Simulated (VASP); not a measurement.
# WC (P-6m2) in VASP: further runs, part 2 of 2

VASP 6.6.1. The steps go on from the part before.

## Step 3: Single point, PBE (strain +0.080 along x and y, +0.080 along z)

Contents of INCAR:

```
SYSTEM = WC
PREC = Accurate
ENCUT = 520
EDIFF = 1E-6
ISMEAR = 0
SIGMA = 0.15
LREAL = .FALSE.
LASPH = .TRUE.
NELM = 60
ALGO = Normal
ISIF = 2
LWAVE = .FALSE.
LCHARG = .TRUE.
GGA = PE
LELF = .TRUE.
LVHAR = .TRUE.
NBANDS = 16
```

Contents of KPOINTS:

```
Automatic mesh
0
G
  18 18 16
  0 0 0
```

Contents of POSCAR:

```
WC
1.0
    3.1325415509      0.0000000000      0.0000000000
   -1.5662707754      2.7128605615      0.0000000000
    0.0000000000      0.0000000000      3.0553200000
W C
1 1
Direct
    0.0000000000      0.0000000000      0.0000000000
    0.6666666667      0.3333333333      0.5000000000
```

Potentials or basis: VASP PAW PBE potentials, release 64 (W_sv, C).

Run with:

```
> cat potpaw_PBE.64/W_sv/POTCAR potpaw_PBE.64/C/POTCAR > POTCAR
> mpirun -np 1 vasp_std > vasp.out
```

OUTCAR:

```text
SYSTEM = WC
   PREC = Accurate
   ENCUT = 520
   EDIFF = 1E-6
   ISMEAR = 0
   LREAL = .FALSE.
   LASPH = .TRUE.
   NELM = 60
   ISIF = 2
   GGA = PE

 ion  position               nearest neighbor table
   1  0.000  0.000  0.000-   2 2.37   2 2.37   2 2.37   2 2.37   2 2.37   2 2.37
   2  0.667  0.333  0.500-   1 2.37   1 2.37   1 2.37   1 2.37   1 2.37   1 2.37

  LATTYP: Found a hexagonal cell.
 ALAT       =     3.1325415509
 C/A-ratio  =     0.9753485949

  Lattice vectors:

[... 645 lines left out ...]

  FORCE on cell =-STRESS in cart. coord.  units (eV):
  Direction    XX          YY          ZZ          XY          YZ          ZX
  --------------------------------------------------------------------------------------
  -------------------------------------------------------------------------------------
  Total       -7.7557710     -7.7557710     -9.2542749     -0.0000000      0.0000000      0.0000000
  in kB     -478.5800003   -478.5800003   -571.0471412     -0.0000000      0.0000000      0.0000000
  external PRESSURE =    -509.4023806 kB  Pullay stress =       0.0000000 kB

 VOLUME and BASIS-vectors are now :
 -----------------------------------------------------------------------------
  energy-cutoff  :      520.00
  volume of cell :       25.96
      direct lattice vectors                 reciprocal lattice vectors
     3.132541551  0.000000000  0.000000000     0.319229604  0.184307298  0.000000000
    -1.566270775  2.712860561  0.000000000     0.000000000  0.368614596  0.000000000
     0.000000000  0.000000000  3.055320000     0.000000000  0.000000000  0.327297959

 POSITION                                       TOTAL-FORCE (eV/Angst)
 -----------------------------------------------------------------------------------
      0.00000      0.00000      0.00000        -0.000000      0.000000      0.000000
      1.56627      0.90429      1.52766         0.000000     -0.000000      0.000000
 -----------------------------------------------------------------------------------
    total drift:                               -0.000000      0.000000      0.000000

  FREE ENERGIE OF THE ION-ELECTRON SYSTEM (eV)
  ---------------------------------------------------
  free  energy   TOTEN  =       -21.5217383680 eV

  energy  without entropy=      -21.5179883448  energy(sigma->0) =      -21.51986336
```

OSZICAR:

```text
N       E                     dE             d eps       ncg     rms          rms(c)
DAV:   1     0.111284195311E+03    0.11128E+03   -0.92774E+03 10664   0.121E+03
DAV:   2    -0.212052554722E+02   -0.13249E+03   -0.12778E+03 12808   0.327E+02
DAV:   3    -0.247578984181E+02   -0.35526E+01   -0.35329E+01 12016   0.508E+01
DAV:   4    -0.247823564375E+02   -0.24458E-01   -0.24456E-01 13928   0.478E+00
DAV:   5    -0.247825842857E+02   -0.22785E-03   -0.22785E-03 12096   0.446E-01    0.210E+01
DAV:   6    -0.218150184154E+02    0.29676E+01   -0.73060E+00 13400   0.266E+01    0.442E+00
DAV:   7    -0.215641675562E+02    0.25085E+00   -0.93659E-01 12288   0.690E+00    0.370E+00
DAV:   8    -0.215235242450E+02    0.40643E-01   -0.17989E-01 12192   0.363E+00    0.829E-01
DAV:   9    -0.215218846924E+02    0.16396E-02   -0.64875E-03 11440   0.810E-01    0.188E-01
DAV:  10    -0.215217498423E+02    0.13485E-03   -0.61330E-04 13304   0.252E-01    0.307E-02
DAV:  11    -0.215217398181E+02    0.10024E-04   -0.54119E-05 12872   0.651E-02    0.274E-02
DAV:  12    -0.215217383950E+02    0.14231E-05   -0.47273E-06 12736   0.163E-02    0.520E-03
DAV:  13    -0.215217383680E+02    0.27048E-07   -0.17763E-07  6120   0.394E-03
   1 F= -.21521738E+02 E0= -.21519863E+02  d E =-.375002E-02
```

Wall time 3.4 min (1 thread of AMD EPYC, shared host); peak memory 0.22 GiB.

Results:

```yaml
Free_energy: -21.5217 eV
Pressure: -50.9 GPa
Band_gap_on_the_k_mesh: zero (band 9 reaches 8.68 eV, above the bottom of band 10 at 7.74 eV)
```

Levels at points of the mesh, in eV from the Fermi level:
```tsv
k point	band 5	band 6	band 7	band 8	band 9	band 10	band 11	band 12	band 13	band 14
(0.00, 0.00, 0.00)	-12.78	-3.20	-2.51	-2.51	0.10	2.29	2.29	4.47	4.47	4.67
(0.50, 0.00, 0.00)	-10.16	-5.95	-2.75	-2.63	-0.34	1.70	3.30	3.51	5.55	7.83
(0.00, 0.00, 0.50)	-9.90	-7.27	-1.51	-1.51	-0.39	-0.39	2.76	3.89	3.89	8.49
(0.50, 0.00, 0.50)	-9.96	-5.17	-3.59	-3.29	0.03	3.13	3.75	4.72	7.04	7.31
```

Caveat: the cell differs from its parent crystal (strain +0.080 along x and y, +0.080 along z); spin-orbit coupling is left out, which moves the levels of the heavy elements.

## Step 4: Single point, PBE (strain -0.080 along x and y, -0.080 along z)

Contents of INCAR:

```
  PREC = Accurate
  ENCUT = 520
  EDIFF = 1E-7
  ISMEAR = 0
  SIGMA = 0.15
  LREAL = F
  LASPH = T
  NELM = 60
  ALGO = Normal
  ISIF = 2
  LWAVE = F
  LCHARG = F
  GGA = PE
  NBANDS = 16
```

Contents of KPOINTS:

```
regular mesh
0
Gamma
  18 18 16
```

Contents of POSCAR:

```
WC
1.0
    2.6684613211      0.0000000000      0.0000000000
   -1.3342306606      2.3109552931      0.0000000000
    0.0000000000      0.0000000000      2.6026800000
W C
1 1
Direct
    0.0000000000      0.0000000000      0.0000000000
    0.6666666667      0.3333333333      0.5000000000
```

Run with:

```
> cat potpaw_PBE.64/W_sv/POTCAR potpaw_PBE.64/C/POTCAR > POTCAR
> mpirun -np 1 vasp_std > vasp.out
```

Run time: 56 s. Hardware: 1 thread of Intel Xeon Platinum 8488C (Sapphire Rapids), shared host; peak memory 0.2 GiB.

Results (log left out):

| Property | Result |
| --- | --- |
| Free energy | -20.1063 eV |
| Pressure | 187.7 GPa |
| Band gap on the k mesh | zero (band 9 reaches 16.28 eV, above the bottom of band 10 at 14.14 eV) |

Stress tensor (GPa, compression positive):
```
179.09   0.00   0.00
  0.00 179.09   0.00
  0.00   0.00 204.85
```

Levels at points of the mesh, in eV from the Fermi level:
```csv
k point,band 5,band 6,band 7,band 8,band 9,band 10,band 11,band 12,band 13,band 14
"(0.00, 0.00, 0.00)",-16.53,-6.13,-4.69,-4.69,0.16,4.52,4.52,7.11,7.11,7.61
"(0.50, 0.00, 0.00)",-12.50,-8.18,-5.00,-4.99,-0.63,3.14,6.22,6.74,8.39,11.65
"(0.00, 0.00, 0.50)",-10.64,-10.42,-2.92,-2.92,-1.08,-1.08,4.68,5.05,5.05,11.68
"(0.50, 0.00, 0.50)",-13.53,-8.32,-5.96,-4.70,1.05,6.26,7.56,8.99,12.13,14.36
```

Caveat: the cell differs from its parent crystal (strain -0.080 along x and y, -0.080 along z); spin-orbit coupling is left out, which moves the levels of the heavy elements.

## Step 5: The runs side by side

```csv
cell,gap on the mesh (eV),pressure (GPa)
"a = 3.133, b = 3.133, c = 2.942 Å, angles 90.0, 90.0, 120.0°, 2 atoms",none,-44.0
"a = 3.133, b = 3.133, c = 3.055 Å, angles 90.0, 90.0, 120.0°, 2 atoms",none,-50.9
"a = 2.668, b = 2.668, c = 2.603 Å, angles 90.0, 90.0, 120.0°, 2 atoms",none,187.7
```

Alike in all rows: task single point; level PBE; potentials or basis VASP PAW PBE potentials, release 64 (W_sv, C); no spin polarisation; k mesh 18 × 18 × 16; cutoff (eV) 520; smearing gaussian 0.15 eV.

Caveats: spin-orbit coupling is left out, which moves the levels of the heavy elements.

Total energies depend on the potentials used, so only differences within one code and one set of settings carry meaning.
